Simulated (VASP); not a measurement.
# Cu (P6_3/mmc) in VASP: further runs

Cu is run at these levels: PBEsol; tasks: single point.

All numbers are computed with VASP 6.6.1; they aren't measurements. Logs are shortened: lines on timing, memory, paths and dates and some standing lists are left out, and cuts for length are marked.

### 1 The cell of the first run

It takes space group P6_3/mmc (No. 194, hexagonal). Conventional cell: a = 2.486 Å, b = 2.486 Å, c = 8.122 Å, α = 90.00°, β = 90.00°, γ = 120.00°. Cu (site symmetry -3m) has 12 Cu at 2.49 Å within 3.3 Å. Within 3.3 Å of Cu (site symmetry -6m2) lie 12 Cu at 2.49 Å.

This isn't the form of Cu at room conditions, which is fcc.

### 2 Single point, PBEsol (10.87 Å³/atom)

INCAR reads:

```
ALGO = Normal
EDIFF = 1E-7
ENCUT = 520
GGA = PS
ISIF = 2
ISMEAR = -1
LASPH = True
LCHARG = False
LREAL = False
LWAVE = False
NBANDS = 30
NELM = 80
PREC = Accurate
SIGMA = 0.1
```

KPOINTS reads:

```
k-points
0
Gamma
  16 16 5
```

POSCAR reads:

```
Cu
1.0
    2.4862198279      0.0000000000      0.0000000000
   -1.2431099140      2.1531295304      0.0000000000
    0.0000000000      0.0000000000      8.1219056120
Cu
4
Direct
    1.0000000000      1.0000000000      0.0000000000
    1.0000000000      1.0000000000      0.5000000000
    0.3333333333      0.6666666667      0.2500000000
    0.6666666667      0.3333333333      0.7500000000
```

Potentials or basis: VASP PAW PBE potentials, release 64 (Cu).

Command:

```bash
$ cat potpaw_PBE.64/Cu/POTCAR > POTCAR
$ mpirun -np 1 vasp_std > vasp.out
```

OUTCAR:

```text
EDIFF = 1E-7
   ENCUT = 520
   GGA = PS
   ISIF = 2
   ISMEAR = -1
   LASPH = True
   LREAL = False
   NELM = 80
   PREC = Accurate

 ion  position               nearest neighbor table
   1  0.000  0.000  0.000-   3 2.49   4 2.49   4 2.49   3 2.49   4 2.49   3 2.49
   2  0.000  0.000  0.500-   3 2.49   4 2.49   4 2.49   3 2.49   4 2.49   3 2.49
   3  0.333  0.667  0.250-   1 2.49   2 2.49   1 2.49   2 2.49   1 2.49   2 2.49
   4  0.667  0.333  0.750-   1 2.49   2 2.49   1 2.49   2 2.49   1 2.49   2 2.49

  LATTYP: Found a hexagonal cell.
 ALAT       =     2.4862198279
 C/A-ratio  =     3.2667688999

  Lattice vectors:

 A1 = (   2.4862198279,   0.0000000000,   0.0000000000)
 A2 = (  -1.2431099140,   2.1531295304,   0.0000000000)
 A3 = (   0.0000000000,   0.0000000000,   8.1219056120)

Analysis of symmetry for initial positions (statically):
=====================================================================
 Subroutine PRICEL returns:
 Original cell was already a primitive cell.

 Routine SETGRP: Setting up the symmetry group for a
 hexagonal supercell.

 Subroutine GETGRP returns: Found 24 space group operations
 (whereof 12 operations were pure point group operations)
 out of a pool of 24 trial point group operations.

The static configuration has the point symmetry D_3d.
 The point group associated with its full space group is D_6h.

Analysis of symmetry for dynamics (positions and initial velocities):
=====================================================================
 Subroutine PRICEL returns:
 Original cell was already a primitive cell.

 Routine SETGRP: Setting up the symmetry group for a
 hexagonal supercell.

 Subroutine GETGRP returns: Found 24 space group operations
 (whereof 12 operations were pure point group operations)
 out of a pool of 24 trial point group operations.

The dynamic configuration has the point symmetry D_3d.
 The point group associated with its full space group is D_6h.

 Subroutine INISYM returns: Found 24 space group operations
 (whereof 12 operations are pure point group operations),
 and found     1 'primitive' translations

----------------------------------------------------------------------------------------

                                     Primitive cell

  volume of cell :      43.4778

  direct lattice vectors                    reciprocal lattice vectors
     2.486219828  0.000000000  0.000000000     0.402217048  0.232220121  0.000000000
    -1.243109914  2.153129530  0.000000000     0.000000000  0.464440242  0.000000000
     0.000000000  0.000000000  8.121905612     0.000000000  0.000000000  0.123123815

  length of vectors
     2.486219828  2.486219828  8.121905612     0.464440242  0.464440242  0.123123815

  position of ions in fractional coordinates (direct lattice)
     0.000000000  0.000000000  0.000000000
     0.000000000  0.000000000  0.500000000
     0.333333333  0.666666667  0.250000000
     0.666666667  0.333333333  0.750000000

  ion indices of the primitive-cell ions
   primitive index   ion index
                 1           1
                 2           2
                 3           3
                 4           4

----------------------------------------------------------------------------------------

 KPOINTS: k-points

Automatic generation of k-mesh.
 Grid dimensions read from file:
 generate k-points for:   16   16    5

 Generating k-lattice:

  Cartesian coordinates                     Fractional coordinates (reciprocal lattice)
     0.025138566  0.014513758  0.000000000     0.062500000  0.000000000  0.000000000
     0.000000000  0.029027515  0.000000000     0.000000000  0.062500000  0.000000000
     0.000000000  0.000000000  0.024624763     0.000000000  0.000000000  0.200000000

  Length of vectors
     0.029027515  0.029027515  0.024624763

  Shift w.r.t. Gamma in fractional coordinates (k-lattice)
     0.000000000  0.000000000  0.000000000

 Subroutine IBZKPT returns following result:
 ===========================================

 Found     90 irreducible k-points:

 Following reciprocal coordinates:
            Coordinates               Weight
  0.000000  0.000000  0.000000      1.000000
  0.062500  0.000000  0.000000      6.000000
  0.125000  0.000000  0.000000      6.000000
  0.187500  0.000000  0.000000      6.000000
  0.250000  0.000000  0.000000      6.000000
  0.312500  0.000000  0.000000      6.000000
[... 16 lines left out ...]
  0.187500  0.187500  0.000000      6.000000
  0.250000  0.187500  0.000000     12.000000
 [... further k-points ...]
   k-points           NKPTS =     90   k-points in BZ     NKDIM =     90   number of bands    NBANDS=     30
   number of dos      NEDOS =    301   number of ions     NIONS =      4
   total plane-waves  NPLWV =  19440
   dimension x,y,z NGX =    18 NGY =   18 NGZ =   60
   dimension x,y,z NGXF=    36 NGYF=   36 NGZF=  120
   ions per type =               4
   NGX,Y,Z   is equivalent  to a cutoff of  12.04, 12.04, 12.28 a.u.
   NGXF,Y,Z  is equivalent  to a cutoff of  24.07, 24.07, 24.56 a.u.
 SYSTEM =  unknown system
   PREC   = accura    normal or accurate (medium, high low for compatibility)
   ISTART =      0    job   : 0-new  1-cont  2-samecut
   ICHARG =      2    charge: 1-file 2-atom 10-const
   ISPIN  =      1    spin polarized calculation?
   LNONCOLLINEAR =      F non collinear calculations
   LSORBIT =      F    spin-orbit coupling
   LASPH  =      T    aspherical Exc in radial PAW
   ENCUT  =  520.0 eV  38.22 Ry    6.18 a.u.   4.62  4.62 15.10*2*pi/ulx,y,z
   NELM   =     80;   NELMIN=  2; NELMDL= -5     # of ELM steps
   EDIFF  = 0.1E-06   stopping-criterion for ELM
   LREAL  =      F    real-space projection
   EDIFFG = 0.1E-05   stopping-criterion for IOM
   NSW    =      0    number of steps for IOM
   IBRION =     -1    ionic relax: 0-MD 1-quasi-New 2-CG
   NFREE  =      0    steps in history (QN), initial steepest desc. (CG)
   ISIF   =      2    stress and relaxation
   ISYM   =      2    0-nonsym 1-usesym 2-fastsym
   POTIM  = 0.5000    time-step for ionic-motion
   TEBEG  =    0.0;   TEEND  =   0.0 temperature during run
   PSTRESS=    0.0 pullay stress
   NELECT =      44.0000    total number of electrons
   NUPDOWN=      -1.0000    fix difference up-down
   EMIN   =  10.00;   EMAX   =-10.00  energy-range for DOS
   EFERMI =   0.00;   METHOD = LEGACY
   ISMEAR =    -1;   SIGMA  =   0.10  broadening in eV -4-tet -1-fermi 0-gaus
   EFERMI_NEDOS =   21; number of points for ismear=-14 and -15
   IALGO  =     38    algorithm
   IMIX   =      4    mixing-type and parameters
     AMIX     =   0.40;   BMIX     =  1.00
     AMIX_MAG =   1.60;   BMIX_MAG =  1.00
  volume/ion in A,a.u.               =      10.87        73.35
  Fermi-wavevector in a.u.,A,eV,Ry     =   1.643627  3.106004 36.756257  2.701509
  Thomas-Fermi vector in A             =   2.733729
   LORBIT       =      0    0 simple, 1 ext, 2 COOP (PROOUT), +10 PAW based schemes
   GGA     = PS    functional components
   LHFCALC =     F    Hartree Fock is set to
   AEXX    =    0.0000 exact exchange contribution
   IVDW    =     0    specifies the selected vdW correction
   LEPSILON=     F    determine dielectric tensor
   LRPA    =     F    only Hartree local field effects (RPA)
 non-spin polarized calculation
  energy-cutoff  :      520.00
  volume of cell :       43.48
 maximum number of plane-waves:      1190
   NGX =  9   NGY =  9   NGZ = 31

 number of electron      43.9999925 magnetization

 Free energy of the ion-electron system (eV)
  ---------------------------------------------------
  ext. energy  EPLUGINS =         0.00000000
  ---------------------------------------------------
  free energy    TOTEN  =       -17.18318098 eV

  energy without entropy =      -17.13970180  energy(sigma->0) =      -17.16144139

 E-fermi :   8.4345     XC(G=0): -13.4001

 val. band max:        8.4238756985   @ k =   0.3750   0.1250   0.4000
 cond. band min:       8.4365699108   @ k =   0.1875   0.0000   0.4000
 fundamental gap:      0.0126942124
 Fermi energy:         8.4345439781

 k-point     1 :       0.0000    0.0000    0.0000
  band No.  band energies     occupation
      1      -1.5704      2.00000
      2       0.6658      2.00000
      3       0.6731      2.00000
      4       2.8843      2.00000
      5       4.8792      2.00000
      6       4.8848      2.00000
[... 22 lines left out ...]
     29      31.0068      0.00000
     30      31.5993      0.00000

 k-point     2 :       0.0625    0.0000    0.0000
  band No.  band energies     occupation
      1      -1.4360      2.00000
      2       0.7853      2.00000
      3       0.7925      2.00000
      4       2.9660      2.00000
      5       4.8094      2.00000
      6       4.8508      2.00000
[... 22 lines left out ...]
     29      29.9125      0.00000
     30      30.0527      0.00000

 k-point     3 :       0.1250    0.0000    0.0000
  band No.  band energies     occupation
      1      -1.0382      2.00000
      2       1.1317      2.00000
      3       1.1386      2.00000
      4       3.1925      2.00000
      5       4.6599      2.00000
      6       4.7653      2.00000
[... 22 lines left out ...]
     29      27.4372      0.00000
     30      27.4542      0.00000

 k-point     4 :       0.1875    0.0000    0.0000
  band No.  band energies     occupation
      1      -0.3949      2.00000
      2       1.6605      2.00000
      3       1.6669      2.00000
      4       3.4983      2.00000
      5       4.5068      2.00000
      6       4.6332      2.00000
[... 22 lines left out ...]
     29      24.5044      0.00000
     30      24.6111      0.00000

 k-point     5 :       0.2500    0.0000    0.0000
  band No.  band energies     occupation
      1       0.4546      2.00000
      2       2.2658      2.00000
      3       2.2716      2.00000
      4       3.7405      2.00000
      5       4.3843      2.00000
      6       4.4101      2.00000
[... 22 lines left out ...]
     29      23.2233      0.00000
     30      23.4180      0.00000
[... 526 lines left out ...]
     29      19.1593      0.00000
     30      20.6371      0.00000

 k-point    22 :       0.4375    0.1250    0.0000
  band No.  band energies     occupation
      1       3.1544      2.00000
      2       3.2363      2.00000
      3       3.5839      2.00000
      4       3.8168      2.00000
      5       4.0925      2.00000
      6       4.1148      2.00000
[... 22 lines left out ...]
     29      18.7990      0.00000
     30      19.2864      0.00000

 k-point    23 :       0.1875    0.1875    0.0000
  band No.  band energies     occupation
      1       1.6759      2.00000
      2       3.0082      2.00000
      3       3.0141      2.00000
      4       4.0895      2.00000
      5       4.1009      2.00000
      6       4.2553      2.00000
[... 22 lines left out ...]
     29      20.8005      0.00000
     30      21.1276      0.00000

 k-point    24 :       0.2500    0.1875    0.0000
  band No.  band energies     occupation
      1       2.5727      2.00000
      2       3.3398      2.00000
      3       3.3532      2.00000
      4       3.9948      2.00000
      5       4.0243      2.00000
      6       4.2668      2.00000
[... 22 lines left out ...]
     29      18.5451      0.00000
     30      20.2302      0.00000

 [... further k-points ...]

------------------------ aborting loop because EDIFF is reached ----------------------------------------

  FORCE on cell =-STRESS in cart. coord.  units (eV):
  Direction    XX          YY          ZZ          XY          YZ          ZX
  --------------------------------------------------------------------------------------
  -------------------------------------------------------------------------------------
  Total        2.2417911      2.2417911      2.2534848     -0.0000000     -0.0000000      0.0000000
  in kB       82.6110437     82.6110437     83.0419624     -0.0000000     -0.0000000      0.0000000
  external PRESSURE =      82.7546833 kB  Pullay stress =       0.0000000 kB

 VOLUME and BASIS-vectors are now :
 -----------------------------------------------------------------------------
  energy-cutoff  :      520.00
  volume of cell :       43.48
      direct lattice vectors                 reciprocal lattice vectors
     2.486219828  0.000000000  0.000000000     0.402217048  0.232220121  0.000000000
    -1.243109914  2.153129530  0.000000000     0.000000000  0.464440242  0.000000000
     0.000000000  0.000000000  8.121905612     0.000000000  0.000000000  0.123123815

 POSITION                                       TOTAL-FORCE (eV/Angst)
 -----------------------------------------------------------------------------------
      0.00000      0.00000      0.00000        -0.000000      0.000000      0.000000
      0.00000      0.00000      4.06095        -0.000000      0.000000      0.000000
     -0.00000      1.43542      2.03048         0.000000     -0.000000     -0.000000
      1.24311      0.71771      6.09143        -0.000000      0.000000      0.000000
 -----------------------------------------------------------------------------------
    total drift:                                0.000000     -0.000000      0.000000

  FREE ENERGIE OF THE ION-ELECTRON SYSTEM (eV)
  ---------------------------------------------------
  free  energy   TOTEN  =       -17.1831809840 eV

  energy  without entropy=      -17.1397017955  energy(sigma->0) =      -17.16144139
```

Wall time 1.8 min (1 thread of Intel Xeon 8259CL, shared host); peak memory 0.21 GiB.

Results:

```
Free energy            : -17.1832 eV
Pressure               : 8.3 GPa
Band gap on the k mesh : zero (bands 22 and 23 overlap by 5.46 eV)
```

Caveat: the cell stands under pressure; the PAW data sets were made with another functional, which shifts forces and pressure a little.

### 3 Single point, PBEsol (12.23 Å³/atom)

This run uses another cell than the first one, of 12.23 Å³/atom.

INCAR reads:

```
  ALGO = Normal
  EDIFF = 1E-6
  ENCUT = 520
  GGA = PS
  ISIF = 2
  ISMEAR = -1
  LASPH = True
  LCHARG = True
  LELF = True
  LREAL = False
  LVHAR = True
  LWAVE = False
  NBANDS = 30
  NELM = 60
  PREC = Accurate
  SIGMA = 0.1
```

KPOINTS is that of step 2.

POSCAR reads:

```
Cu
1.0
    2.5857728223      0.0000000000      0.0000000000
   -1.2928864112      2.2393449526      0.0000000000
    0.0000000000      0.0000000000      8.4471222379
Cu
4
Direct
    1.0000000000      1.0000000000      0.0000000000
    1.0000000000      1.0000000000      0.5000000000
    0.3333333333      0.6666666667      0.2500000000
    0.6666666667      0.3333333333      0.7500000000
```

Potentials or basis: VASP PAW PBE potentials, release 64 (Cu).

Command:

```bash
$ cat potpaw_PBE.64/Cu/POTCAR > POTCAR
$ mpirun -np 1 vasp_std > vasp.out
```

OUTCAR:

```text
EDIFF = 1E-6
   ENCUT = 520
   GGA = PS
   ISIF = 2
   ISMEAR = -1
   LASPH = True
   LREAL = False
   NELM = 60
   PREC = Accurate

 ion  position               nearest neighbor table
   1  0.000  0.000  0.000-   3 2.59   4 2.59   4 2.59   3 2.59   4 2.59   3 2.59
   2  0.000  0.000  0.500-   3 2.59   4 2.59   4 2.59   3 2.59   4 2.59   3 2.59
   3  0.333  0.667  0.250-   1 2.59   2 2.59   1 2.59   2 2.59   1 2.59   2 2.59
   4  0.667  0.333  0.750-   1 2.59   2 2.59   1 2.59   2 2.59   1 2.59   2 2.59

  LATTYP: Found a hexagonal cell.
 ALAT       =     2.5857728223
 C/A-ratio  =     3.2667688998

  Lattice vectors:

 A1 = (   2.5857728223,   0.0000000000,   0.0000000000)
 A2 = (  -1.2928864112,   2.2393449526,   0.0000000000)
 A3 = (   0.0000000000,   0.0000000000,   8.4471222379)

Analysis of symmetry for initial positions (statically):
=====================================================================
 Subroutine PRICEL returns:
 Original cell was already a primitive cell.

 Routine SETGRP: Setting up the symmetry group for a
 hexagonal supercell.

 Subroutine GETGRP returns: Found 24 space group operations
[... 170 lines left out ...]

 E-fermi :   6.9302     XC(G=0): -12.7062

 val. band max:        6.9250368720   @ k =   0.3125   0.1875   0.4000
 cond. band min:       6.9379590268   @ k =   0.2500   0.2500   0.4000
 fundamental gap:      0.0129221548
 Fermi energy:         6.9301620694

 k-point     1 :       0.0000    0.0000    0.0000
  band No.  band energies     occupation
      1      -2.1477      2.00000
      2      -0.0762      2.00000
      3      -0.0693      2.00000
      4       2.0763      2.00000
      5       3.8200      2.00000
      6       3.8236      2.00000
[... 781 lines left out ...]
     29      16.1567      0.00000
     30      17.8034      0.00000

 [... further k-points ...]

------------------------ aborting loop because EDIFF is reached ----------------------------------------

  FORCE on cell =-STRESS in cart. coord.  units (eV):
  Direction    XX          YY          ZZ          XY          YZ          ZX
  --------------------------------------------------------------------------------------
  -------------------------------------------------------------------------------------
  Total       -2.9423334     -2.9423334     -2.9425322      0.0000000      0.0000000      0.0000000
  in kB      -96.3789774    -96.3789774    -96.3854923      0.0000000      0.0000000      0.0000000
  external PRESSURE =     -96.3811491 kB  Pullay stress =       0.0000000 kB

 VOLUME and BASIS-vectors are now :
 -----------------------------------------------------------------------------
  energy-cutoff  :      520.00
  volume of cell :       48.91
      direct lattice vectors                 reciprocal lattice vectors
     2.585772822  0.000000000  0.000000000     0.386731576  0.223279580  0.000000000
    -1.292886411  2.239344953  0.000000000     0.000000000  0.446559160  0.000000000
     0.000000000  0.000000000  8.447122238     0.000000000  0.000000000  0.118383512

 POSITION                                       TOTAL-FORCE (eV/Angst)
 -----------------------------------------------------------------------------------
      0.00000      0.00000      0.00000        -0.000000      0.000000      0.000000
      0.00000      0.00000      4.22356        -0.000000      0.000000      0.000000
     -0.00000      1.49290      2.11178         0.000000      0.000000     -0.000000
      1.29289      0.74645      6.33534        -0.000000     -0.000000      0.000000
 -----------------------------------------------------------------------------------
    total drift:                                0.000000     -0.000000      0.000000

  FREE ENERGIE OF THE ION-ELECTRON SYSTEM (eV)
  ---------------------------------------------------
  free  energy   TOTEN  =       -17.1225547632 eV

  energy  without entropy=      -17.0774153276  energy(sigma->0) =      -17.09998505
```

Wall time 2.1 min (1 thread of Intel Xeon 8259CL, shared host); peak memory 0.23 GiB.

Results:

```yaml
Free_energy: -17.1226 eV
Pressure: -9.6 GPa
Band_gap_on_the_k_mesh: zero (bands 22 and 23 overlap by 5.09 eV)
```

Levels at points of the mesh, in eV from the Fermi level:
```
           k point  band 19  band 20  band 21  band 22  band 23  band 24  band 25  band 26
(0.00, 0.00, 0.00)    -2.00    -1.85    -1.85    -1.58    -1.58    -0.89     3.61    12.17
(0.50, 0.00, 0.00)    -1.46    -1.44    -0.51     0.49     0.95     1.51     4.42     4.44
```

Caveat: the cell stands under tension; the PAW data sets were made with another functional, which shifts forces and pressure a little.

(Part 1 of 2 ends here.)
